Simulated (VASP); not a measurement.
Set up this calculation in VASP 6.6.1, as the native input.

```yaml
Task: single point
Functional: PBEsol
Potentials_or_basis: VASP PAW PBE potentials, release 64 (Ag_sv_GW, Cl)
Cutoff: 630 eV
k_mesh: 8 × 8 × 8
Occupations: fermi-dirac, width 0.05 eV
Spin: no spin polarisation
Hubbard_terms: Ag d U = 6.0 eV
Dipole_correction: no
Further_INCAR_settings: ALGO = Normal; EDIFF = 1e-06; NBANDS = 20
```

The structure of AgCl lies in POSCAR:

```
AgCl
1.0
    0.0000000000      2.7350000000      2.7350000000
    2.7350000000      0.0000000000      2.7350000000
    2.7350000000      2.7350000000      0.0000000000
Ag Cl
1 1
Direct
    0.0000000000      0.0000000000      0.0000000000
    0.5000000000      0.5000000000      0.5000000000
```

One way to write it, as run:

INCAR

```
SYSTEM = AgCl
PREC = Accurate
ENCUT = 630
EDIFF = 1E-6
ISMEAR = -1
SIGMA = 0.05
LREAL = .FALSE.
LASPH = .TRUE.
NELM = 200
ALGO = Normal
ISIF = 2
LWAVE = .FALSE.
LCHARG = .FALSE.
LMAXMIX = 4
LDAU = .TRUE.
LDAUTYPE = 2
LDAUL = 2 -1
LDAUU = 6 0
LDAUJ = 0 0
LDAUPRINT = 1
GGA = PS
NBANDS = 20
GGA_COMPAT = .FALSE.
```

KPOINTS

```
regular mesh
0
G
  8 8 8
  0 0 0
```

Potentials or basis: VASP PAW PBE potentials, release 64 (Ag_sv_GW, Cl).

Launch:

```console
$ cat potpaw_PBE.64/Ag_sv_GW/POTCAR potpaw_PBE.64/Cl/POTCAR > POTCAR
$ mpirun -np 1 vasp_std > vasp.out
```

Results of the run:

```
Pressure               : 0.1 GPa
Band gap on the k mesh : 1.55 eV (least direct gap 3.40 eV)
```

Caveat: the PAW data sets were made with another functional, which shifts forces and pressure a little.

Wall time 17 s on 1 thread of AMD EPYC 9R45 96-Core Processor (Zen 5), on a shared host, peak memory 0.17 GiB.
